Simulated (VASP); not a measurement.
# AlGaN2 (P-4m2) in VASP: further runs, part 3 of 3

VASP 6.6.1. The steps go on from the part before.

## Step 7: Single point, LDA

This run uses another cell than the first one, of the same volume but with other edges.

Input file INCAR:

```
  PREC = Accurate
  ENCUT = 520
  EDIFF = 1E-7
  ISMEAR = 0
  SIGMA = 0.05
  LREAL = F
  LASPH = T
  NELM = 100
  ALGO = Normal
  ISIF = 2
  LWAVE = F
  LCHARG = F
  NBANDS = 21
```

Input file KPOINTS:

```
Automatic mesh
0
Gamma
  8 8 6
```

Input file POSCAR:

```
AlGaN2
1.0
    3.3834072354      0.0000000000      0.0000000000
    0.0000000000      3.3834072354      0.0000000000
    0.0000000000      0.0000000000      3.8123479684
Al Ga N
1 1 2
Direct
    0.5000000000      0.5000000000      0.5000000000
    0.0000000000      0.0000000000      0.0000000000
    0.5000000000      0.0000000000      0.7382648100
    0.0000000000      0.5000000000      0.2617351900
```

Potentials or basis: VASP PAW LDA potentials, release 64 (Al, Ga_d, N).

Launch:

```bash
> cat potpaw_LDA.64/Al/POTCAR potpaw_LDA.64/Ga_d/POTCAR potpaw_LDA.64/N/POTCAR > POTCAR
> mpirun -np 1 vasp_std > vasp.out
```

OUTCAR:

```text
PREC = Accurate
   ENCUT = 520
   EDIFF = 1E-7
   ISMEAR = 0
   LREAL = F
   LASPH = T
   NELM = 100
   ISIF = 2

 ion  position               nearest neighbor table
   1  0.500  0.500  0.500-   3 1.92   4 1.92   3 1.92   4 1.92   2 3.06   2 3.06   2 3.06   2 3.06
                             2 3.06   2 3.06   2 3.06   2 3.06
   2  0.000  0.000  0.000-   3 1.96   4 1.96   4 1.96   3 1.96   1 3.06   1 3.06   1 3.06   1 3.06
                             1 3.06   1 3.06   1 3.06   1 3.06
   3  0.500  0.000  0.738-   1 1.92   1 1.92   2 1.96   2 1.96
   4  0.000  0.500  0.262-   1 1.92   1 1.92   2 1.96   2 1.96

  LATTYP: Found a simple tetragonal cell.
 ALAT       =     3.3834072354
 C/A-ratio  =     1.1267777430

  Lattice vectors:

 A1 = (   3.3834072354,   0.0000000000,   0.0000000000)
 A2 = (   0.0000000000,   3.3834072354,   0.0000000000)
 A3 = (   0.0000000000,   0.0000000000,   3.8123479684)

Analysis of symmetry for initial positions (statically):
=====================================================================
 Subroutine PRICEL returns:
 Original cell was already a primitive cell.

 Routine SETGRP: Setting up the symmetry group for a
 simple tetragonal supercell.

 Subroutine GETGRP returns: Found  8 space group operations
 (whereof  8 operations were pure point group operations)
 out of a pool of 16 trial point group operations.

The static configuration has the point symmetry D_2d.

Analysis of symmetry for dynamics (positions and initial velocities):
=====================================================================
 Subroutine PRICEL returns:
 Original cell was already a primitive cell.

 Routine SETGRP: Setting up the symmetry group for a
 simple tetragonal supercell.

 Subroutine GETGRP returns: Found  8 space group operations
 (whereof  8 operations were pure point group operations)
 out of a pool of 16 trial point group operations.

The dynamic configuration has the point symmetry D_2d.
[... 116 lines left out ...]
   EMIN   =  10.00;   EMAX   =-10.00  energy-range for DOS
   EFERMI =   0.00;   METHOD = LEGACY
   ISMEAR =     0;   SIGMA  =   0.05  broadening in eV -4-tet -1-fermi 0-gaus
   EFERMI_NEDOS =   21; number of points for ismear=-14 and -15
   IALGO  =     38    algorithm
   IMIX   =      4    mixing-type and parameters
     AMIX     =   0.40;   BMIX     =  1.00
     AMIX_MAG =   1.60;   BMIX_MAG =  1.00
  volume/ion in A,a.u.               =      10.91        73.63
  Fermi-wavevector in a.u.,A,eV,Ry     =   1.377523  2.603141 25.818009  1.897570
  Thomas-Fermi vector in A             =   2.502669
   LORBIT       =      0    0 simple, 1 ext, 2 COOP (PROOUT), +10 PAW based schemes
   GGA     = CA    functional components
   LHFCALC =     F    Hartree Fock is set to
   AEXX    =    0.0000 exact exchange contribution
   IVDW    =     0    specifies the selected vdW correction
   LEPSILON=     F    determine dielectric tensor
   LRPA    =     F    only Hartree local field effects (RPA)
 non-spin polarized calculation
 Gauss-broadening in eV      SIGMA  =   0.05
  energy-cutoff  :      520.00
  volume of cell :       43.64
 maximum number of plane-waves:      1191
 NGX is ok and might be reduce to    28

 number of electron      26.0000009 magnetization

 Free energy of the ion-electron system (eV)
  ---------------------------------------------------
  ext. energy  EPLUGINS =         0.00000000
  ---------------------------------------------------
  free energy    TOTEN  =       -29.87676744 eV

  energy without entropy =      -29.87676744  energy(sigma->0) =      -29.87676744

 E-fermi :   5.9571     XC(G=0): -11.7624

 val. band max:        5.7462098812   @ k =   0.0000   0.0000   0.0000
 cond. band min:       8.1749874107   @ k =   0.0000   0.0000   0.0000
 fundamental gap:      2.4287775295
 Fermi energy:         5.9570880456

 k-point     1 :       0.0000    0.0000    0.0000
  band No.  band energies     occupation
      1      -9.8748      2.00000
      2      -8.5654      2.00000
      3      -7.7564      2.00000
      4      -7.7564      2.00000
      5      -7.7251      2.00000
      6      -7.5234      2.00000
[... 565 lines left out ...]
     20      18.2033      0.00000
     21      18.2686      0.00000

 [... further k-points ...]
[... 5 lines left out ...]
  --------------------------------------------------------------------------------------
  -------------------------------------------------------------------------------------
  Total       -3.9549252     -3.9549252      1.1050470      0.0000000      0.0000000     -0.0000000
  in kB     -145.1937022   -145.1937022     40.5686231      0.0000000      0.0000000     -0.0000000
  external PRESSURE =     -83.2729271 kB  Pullay stress =       0.0000000 kB

 VOLUME and BASIS-vectors are now :
 -----------------------------------------------------------------------------
  energy-cutoff  :      520.00
  volume of cell :       43.64
      direct lattice vectors                 reciprocal lattice vectors
     3.383407235  0.000000000  0.000000000     0.295560047  0.000000000  0.000000000
     0.000000000  3.383407235  0.000000000     0.000000000  0.295560047  0.000000000
     0.000000000  0.000000000  3.812347968     0.000000000  0.000000000  0.262305542

 POSITION                                       TOTAL-FORCE (eV/Angst)
 -----------------------------------------------------------------------------------
      1.69170      1.69170      1.90617        -0.000000      0.000000      0.000000
      0.00000      0.00000      0.00000         0.000000      0.000000      0.000000
      1.69170      0.00000      2.81452        -0.000000     -0.000000     -0.217211
      0.00000      1.69170      0.99783         0.000000     -0.000000      0.217211
 -----------------------------------------------------------------------------------
    total drift:                               -0.000000     -0.000000     -0.000000

  FREE ENERGIE OF THE ION-ELECTRON SYSTEM (eV)
  ---------------------------------------------------
  free  energy   TOTEN  =       -29.8767674394 eV

  energy  without entropy=      -29.8767674394  energy(sigma->0) =      -29.87676744
```

It took 94 s on 1 thread of AMD EPYC 7R13, shared host; peak memory 0.15 GiB.

What came out:

- Free energy: -29.8768 eV
- Pressure: -8.3 GPa
- Largest force: 0.217 eV/Å
- Band gap on the k mesh: 2.43 eV, direct

Forces in eV/Å, atoms in the order of the input:
```
Al   0.000  0.000  0.000
Ga   0.000  0.000  0.000
N    0.000  0.000 -0.217
N    0.000  0.000  0.217
```

## Step 8: Summary

```csv
cell,gap on the mesh (eV),pressure (GPa),largest force (eV/Å)
"a = 3.316, b = 3.316, c = 3.970 Å, 4 atoms",2.64,-6.5,0.13
"a = 2.956, b = 2.956, c = 4.996 Å, 4 atoms",2.23,-5.9,0.42
"a = 3.229, b = 3.229, c = 4.185 Å, 4 atoms",2.88,-4.9,0.01
"a = 3.043, b = 3.043, c = 4.714 Å, 4 atoms",2.66,-4.6,0.33
"a = 3.090, b = 3.090, c = 4.570 Å, 4 atoms",2.78,-4.3,0.26
"a = 3.383, b = 3.383, c = 3.812 Å, 4 atoms",2.43,-8.3,0.22
```

Alike in all rows: task single point; level LDA; potentials or basis VASP PAW LDA potentials, release 64 (Al, Ga_d, N); no spin polarisation; k mesh 8 × 8 × 6; cutoff (eV) 520; smearing gaussian 0.05 eV.

Absolute energies hang on the potentials; compare differences alone.
